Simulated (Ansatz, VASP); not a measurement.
## Two plane-wave programs on Ir

```
CELL_PARAMETERS angstrom
4.51128 0.00000 0.00000
-2.25564 3.90689 0.00000
0.00000 0.00000 2.78754
ATOMIC_POSITIONS crystal
Ir 0.00000 0.00000 0.00000
Ir 0.33333 0.66667 0.50000
Ir 0.66667 0.33333 0.50000
```

Alike in both runs: task single point; functional RPBE; k mesh 11 × 11 × 15; occupations fermi-dirac, width 0.1 eV; no spin polarisation.

|  | VASP | Ansatz |
| --- | --- | --- |
| version | VASP 6.6.1 | Ansatz 0.2.0 |
| potentials or method | VASP PAW PBE potentials, release 64 (Ir), cutoff 520 eV | plane waves (420 eV) with PAW, scalar-relativistic |
| valence electrons in the cell | 27 | 51 |

|  | VASP | Ansatz | Ansatz less VASP |
| --- | --- | --- | --- |
| pressure (GPa) | -19.1 | -19.2 | -0.17 |
| traceless stress, the component that is largest in VASP (GPa) | 1.08 | 1.19 | +0.112 |

VASP's potentials were made for PBE, not for RPBE. VASP's potentials hold 27 valence electrons a cell and Ansatz's 51, so a difference there can come from the potentials and not from the codes.

Neither program's run includes spin-orbit coupling.
